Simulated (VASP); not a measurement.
# CuO (P-1) in VASP: further runs

CuO is run at these levels: PBEsol, RPBE+D3(BJ); tasks: single point.

All numbers are computed with VASP 6.6.1; they aren't measurements. Logs are shortened: lines on timing, memory, paths and dates and some standing lists are left out, and cuts for length are marked.

## Step 1: The cell of the first run

The typed cell holds 8 atoms: a = 2.793 Å, b = 4.938 Å, c = 5.023 Å, α = 97.61°, β = 93.35°, γ = 104.16°.

## Step 2: Single point, PBEsol

INCAR

```
SYSTEM = CuO
PREC = Accurate ; ENCUT = 520
EDIFF = 1E-7 ; ISMEAR = -1
SIGMA = 0.05 ; LREAL = .FALSE.
LASPH = .TRUE. ; NELM = 60
ALGO = Normal ; ISIF = 2
LWAVE = .FALSE. ; LCHARG = .FALSE.
GGA = PS ; NBANDS = 44
```

KPOINTS

```
regular mesh
0
G
  9 5 5
  0 0 0
```

POSCAR

```
CuO
1.0
   -2.3717911538      1.4680629060      0.1342203236
    1.1453167170     -0.0074812298     -4.8030056711
   -2.3835133232     -4.4202300682      0.1221253686
Cu O
4 4
Direct
    0.2499993606      0.0000017225      0.2500001163
    0.7499997027     -0.0000012331      0.7500014637
    0.9999984290      0.4999950796      0.4999962662
    0.5000002802      0.5000043116      1.0000009932
    0.6635423049      0.7497743487      0.3325991624
    0.1635438756      0.7497760361      0.8326030132
    0.8364563383      0.2502270803      0.1674032241
    0.3364597388      0.2502226343      0.6673957909
```

Potentials or basis: VASP PAW PBE potentials, release 64 (Cu, O).

Started as:

```sh
> cat potpaw_PBE.64/Cu/POTCAR potpaw_PBE.64/O/POTCAR > POTCAR
> mpirun -np 1 vasp_std > vasp.out
```

OUTCAR:

```text
SYSTEM = CuO
   PREC = Accurate
   ENCUT = 520
   EDIFF = 1E-7
   ISMEAR = -1
   LREAL = .FALSE.
   LASPH = .TRUE.
   NELM = 60
   ISIF = 2
   GGA = PS

 ion  position               nearest neighbor table
   1  0.250  0.000  0.250-   7 1.90   5 1.90   7 1.95   5 1.95   8 2.26   6 2.26
   2  0.750  1.000  0.750-   6 1.90   8 1.90   6 1.95   8 1.95   5 2.26   7 2.26
   3  1.000  0.500  0.500-   7 1.90   6 1.90   8 1.96   5 1.96   8 2.24   5 2.24
   4  0.500  0.500  0.000-   5 1.90   8 1.90   6 1.96   7 1.96   6 2.24   7 2.24
   5  0.664  0.750  0.333-   1 1.90   4 1.90   1 1.95   3 1.96   3 2.24   2 2.26
   6  0.164  0.750  0.833-   2 1.90   3 1.90   2 1.95   4 1.96   4 2.24   1 2.26
   7  0.836  0.250  0.167-   1 1.90   3 1.90   1 1.95   4 1.96   4 2.24   2 2.26
   8  0.336  0.250  0.667-   2 1.90   4 1.90   2 1.95   3 1.96   3 2.24   1 2.26

  LATTYP: Found a triclinic cell.
 ALAT       =     2.7926004133
 B/A-ratio  =     2.0063837808
 C/A-ratio  =     1.8059589900
 COS(alpha) =     0.0114500866
 COS(beta)  =     0.3142947023
 COS(gamma) =     0.4460292967

  Lattice vectors:

 A1 = (   2.3717911538,  -1.4680629060,  -0.1342203236)
 A2 = (   4.7553044770,   2.9521671622,  -0.2563456922)
 A3 = (   1.2264744368,  -1.4605816762,   4.6687853475)

Analysis of symmetry for initial positions (statically):
=====================================================================
 Subroutine PRICEL returns:
 Original cell was already a primitive cell.

 Routine SETGRP: Setting up the symmetry group for a
 triclinic supercell.

 Subroutine GETGRP returns: Found  2 space group operations
 (whereof  1 operations were pure point group operations)
 out of a pool of  2 trial point group operations.

The static configuration has the point symmetry C_1 .
 The point group associated with its full space group is S_2 .

Analysis of symmetry for dynamics (positions and initial velocities):
=====================================================================
 Subroutine PRICEL returns:
 Original cell was already a primitive cell.

 Routine SETGRP: Setting up the symmetry group for a
 triclinic supercell.

 Subroutine GETGRP returns: Found  2 space group operations
 (whereof  1 operations were pure point group operations)
 out of a pool of  2 trial point group operations.

The dynamic configuration has the point symmetry C_1 .
 The point group associated with its full space group is S_2 .

 Subroutine INISYM returns: Found  2 space group operations
 (whereof  1 operations are pure point group operations),
 and found     1 'primitive' translations

----------------------------------------------------------------------------------------

                                     Primitive cell

  volume of cell :      66.2754

  direct lattice vectors                    reciprocal lattice vectors
    -2.371791154  1.468062906  0.134220324    -0.320349639  0.170623701 -0.076655806
     1.145316717 -0.007481230 -4.803005671    -0.011657000  0.000456581 -0.210983380
    -2.383513323 -4.420230068  0.122125369    -0.106375959 -0.169565176 -0.025102117

  length of vectors
     2.792600413  4.937678587  5.023393696     0.370961523  0.211305658  0.201738221

  position of ions in fractional coordinates (direct lattice)
     0.249999361  0.000001723  0.250000116
     0.749999703  0.999998767  0.750001464
     0.999998429  0.499995080  0.499996266
     0.500000280  0.500004312  0.000000993
     0.663542305  0.749774349  0.332599162
     0.163543876  0.749776036  0.832603013
     0.836456338  0.250227080  0.167403224
     0.336459739  0.250222634  0.667395791

  ion indices of the primitive-cell ions
   primitive index   ion index
                 1           1
                 2           2
                 3           3
                 4           4
                 5           5
                 6           6
                 7           7
                 8           8

----------------------------------------------------------------------------------------

 KPOINTS: regular mesh

Automatic generation of k-mesh.
 Grid dimensions read from file:
 generate k-points for:    9    5    5

 Generating k-lattice:

  Cartesian coordinates                     Fractional coordinates (reciprocal lattice)
    -0.035594404  0.018958189 -0.008517312     0.111111111 -0.000000000 -0.000000000
    -0.002331400  0.000091316 -0.042196676     0.000000000  0.200000000  0.000000000
    -0.021275192 -0.033913035 -0.005020423     0.000000000 -0.000000000  0.200000000

  Length of vectors
     0.041217947  0.042261132  0.040347644

  Shift w.r.t. Gamma in fractional coordinates (k-lattice)
     0.000000000  0.000000000  0.000000000

 Subroutine IBZKPT returns following result:
 ===========================================

 Found    113 irreducible k-points:

 Following reciprocal coordinates:
            Coordinates               Weight
  0.000000  0.000000  0.000000      1.000000
  0.111111  0.000000  0.000000      2.000000
  0.222222  0.000000  0.000000      2.000000
  0.333333  0.000000  0.000000      2.000000
  0.444444  0.000000  0.000000      2.000000
  0.000000  0.200000  0.000000      2.000000
[... 16 lines left out ...]
 -0.111111  0.400000 -0.000000      2.000000
  0.000000  0.000000  0.200000      2.000000
 [... further k-points ...]
   k-points           NKPTS =    113   k-points in BZ     NKDIM =    113   number of bands    NBANDS=     44
   number of dos      NEDOS =    301   number of ions     NIONS =      8
   total plane-waves  NPLWV =  38400
   dimension x,y,z NGX =    24 NGY =   40 NGZ =   40
   dimension x,y,z NGXF=    48 NGYF=   80 NGZF=   80
   ions per type =               4   4
   NGX,Y,Z   is equivalent  to a cutoff of  14.29, 13.47, 13.24 a.u.
   NGXF,Y,Z  is equivalent  to a cutoff of  28.57, 26.94, 26.48 a.u.
 SYSTEM =  CuO
   PREC   = accura    normal or accurate (medium, high low for compatibility)
   ISTART =      0    job   : 0-new  1-cont  2-samecut
   ICHARG =      2    charge: 1-file 2-atom 10-const
   ISPIN  =      1    spin polarized calculation?
   LNONCOLLINEAR =      F non collinear calculations
   LSORBIT =      F    spin-orbit coupling
   LASPH  =      T    aspherical Exc in radial PAW
   ENCUT  =  520.0 eV  38.22 Ry    6.18 a.u.   5.19  9.18  9.34*2*pi/ulx,y,z
   NELM   =     60;   NELMIN=  2; NELMDL= -5     # of ELM steps
   EDIFF  = 0.1E-06   stopping-criterion for ELM
   LREAL  =      F    real-space projection
   EDIFFG = 0.1E-05   stopping-criterion for IOM
   NSW    =      0    number of steps for IOM
   IBRION =     -1    ionic relax: 0-MD 1-quasi-New 2-CG
   NFREE  =      0    steps in history (QN), initial steepest desc. (CG)
   ISIF   =      2    stress and relaxation
   ISYM   =      2    0-nonsym 1-usesym 2-fastsym
   POTIM  = 0.5000    time-step for ionic-motion
   TEBEG  =    0.0;   TEEND  =   0.0 temperature during run
   PSTRESS=    0.0 pullay stress
   NELECT =      68.0000    total number of electrons
   NUPDOWN=      -1.0000    fix difference up-down
   EMIN   =  10.00;   EMAX   =-10.00  energy-range for DOS
   EFERMI =   0.00;   METHOD = LEGACY
   ISMEAR =    -1;   SIGMA  =   0.05  broadening in eV -4-tet -1-fermi 0-gaus
   EFERMI_NEDOS =   21; number of points for ismear=-14 and -15
   IALGO  =     38    algorithm
   IMIX   =      4    mixing-type and parameters
     AMIX     =   0.40;   BMIX     =  1.00
     AMIX_MAG =   1.60;   BMIX_MAG =  1.00
  volume/ion in A,a.u.               =       8.28        55.91
  Fermi-wavevector in a.u.,A,eV,Ry     =   1.651177  3.120272 37.094732  2.726386
  Thomas-Fermi vector in A             =   2.740001
   LORBIT       =      0    0 simple, 1 ext, 2 COOP (PROOUT), +10 PAW based schemes
   GGA     = PS    functional components
   LHFCALC =     F    Hartree Fock is set to
   AEXX    =    0.0000 exact exchange contribution
   IVDW    =     0    specifies the selected vdW correction
   LEPSILON=     F    determine dielectric tensor
   LRPA    =     F    only Hartree local field effects (RPA)
 non-spin polarized calculation
  energy-cutoff  :      520.00
  volume of cell :       66.28
 maximum number of plane-waves:      1801
 NGX is ok and might be reduce to    24
   NGX = 11   NGY = 19   NGZ = 19

 number of electron      68.0000011 magnetization

 Free energy of the ion-electron system (eV)
  ---------------------------------------------------
  ext. energy  EPLUGINS =         0.00000000
  ---------------------------------------------------
  free energy    TOTEN  =       -41.44849359 eV

  energy without entropy =      -41.41402195  energy(sigma->0) =      -41.43125777

 E-fermi :   8.2308     XC(G=0): -13.4684

 val. band max:        8.2237573532   @ k =   0.3333   0.4000   0.2000
 cond. band min:       8.2317836733   @ k =   0.4444  -0.4000   0.4000
 fundamental gap:      0.0080263201
 Fermi energy:         8.2308331206

 k-point     1 :       0.0000    0.0000    0.0000
  band No.  band energies     occupation
      1     -12.9683      2.00000
      2     -11.4970      2.00000
      3     -11.2016      2.00000
      4     -10.9197      2.00000
      5      -1.1490      2.00000
      6      -0.2676      2.00000
[... 36 lines left out ...]
     43      19.5128      0.00000
     44      20.1487      0.00000

 k-point     2 :       0.1111    0.0000    0.0000
  band No.  band energies     occupation
      1     -12.8413      2.00000
      2     -11.4395      2.00000
      3     -11.1812      2.00000
      4     -10.9051      2.00000
      5      -0.9539      2.00000
      6      -0.1801      2.00000
[... 36 lines left out ...]
     43      19.4686      0.00000
     44      19.9829      0.00000

 k-point     3 :       0.2222    0.0000    0.0000
  band No.  band energies     occupation
      1     -12.4886      2.00000
      2     -11.3002      2.00000
      3     -11.1228      2.00000
      4     -10.8742      2.00000
      5      -0.4391      2.00000
      6       0.0971      2.00000
[... 976 lines left out ...]
     43      19.4162      0.00000
     44      21.1199      0.00000

 k-point    24 :       0.0000    0.0000    0.2000
  band No.  band energies     occupation
      1     -12.8518      2.00000
      2     -11.6781      2.00000
      3     -11.1731      2.00000
      4     -10.9335      2.00000
      5      -0.9779      2.00000
      6       0.0389      2.00000
[... 36 lines left out ...]
     43      19.0476      0.00000
     44      20.4754      0.00000

 [... further k-points ...]
[... 5 lines left out ...]
  --------------------------------------------------------------------------------------
  -------------------------------------------------------------------------------------
  Total       12.8675128     12.6764544     12.8458297     -0.0065476      0.0006519     -0.0142884
  in kB      311.0661592    306.4474116    310.5419800     -0.1582842      0.0157603     -0.3454162
  external PRESSURE =     309.3518503 kB  Pullay stress =       0.0000000 kB

 VOLUME and BASIS-vectors are now :
 -----------------------------------------------------------------------------
  energy-cutoff  :      520.00
  volume of cell :       66.28
      direct lattice vectors                 reciprocal lattice vectors
    -2.371791154  1.468062906  0.134220324    -0.320349639  0.170623701 -0.076655806
     1.145316717 -0.007481230 -4.803005671    -0.011657000  0.000456581 -0.210983380
    -2.383513323 -4.420230068  0.122125369    -0.106375959 -0.169565176 -0.025102117

 POSITION                                       TOTAL-FORCE (eV/Angst)
 -----------------------------------------------------------------------------------
     -1.18882     -0.73804      0.06408        -0.000000     -0.000000     -0.000000
     -2.42117     -2.22161     -4.61074         0.000000      0.000000      0.000000
     -2.99088     -0.74578     -2.20620        -0.000252     -0.000450     -0.000584
     -0.61324      0.73029     -2.33441         0.000252      0.000450      0.000584
     -1.50781     -0.50165     -3.47149        -0.002061     -0.069066      0.002930
     -1.51368     -3.44581     -3.47755        -0.001653     -0.068419      0.003209
     -2.09632      0.48614     -1.06913         0.002061      0.069066     -0.002930
     -2.10217     -2.45797     -1.07516         0.001653      0.068419     -0.003209
 -----------------------------------------------------------------------------------
    total drift:                               -0.008986     -0.030060      0.026369

  FREE ENERGIE OF THE ION-ELECTRON SYSTEM (eV)
  ---------------------------------------------------
  free  energy   TOTEN  =       -41.4484935886 eV

  energy  without entropy=      -41.4140219525  energy(sigma->0) =      -41.43125777
```

Wall time 3 min (1 thread of Intel Xeon 6975P-C (Granite Rapids), shared host); peak memory 0.35 GiB.

What came out:

```yaml
Free_energy: -41.4485 eV
Pressure: 30.9 GPa
Largest_force: 0.069 eV/Å
Band_gap_on_the_k_mesh: zero (band 34 reaches 8.55 eV, above the bottom of band 35 at 7.95 eV)
```

Forces in eV/Å, atoms in the order of the input:
```
Cu   0.000  0.000  0.000
Cu   0.000  0.000  0.000
Cu   0.000  0.000 -0.001
Cu   0.000  0.000  0.001
O   -0.002 -0.069  0.003
O   -0.002 -0.068  0.003
O    0.002  0.069 -0.003
O    0.002  0.068 -0.003
```

Stress tensor (GPa, compression positive):
```
31.11 -0.02 -0.03
-0.02 30.64  0.00
-0.03  0.00 31.05
```

Caveat: the PAW data sets were made with another functional, which shifts forces and pressure a little; semilocal functionals often make such compounds metallic where correlation or magnetic order opens a gap, which also shifts bond lengths.

(Continued in part 2 of 3.)
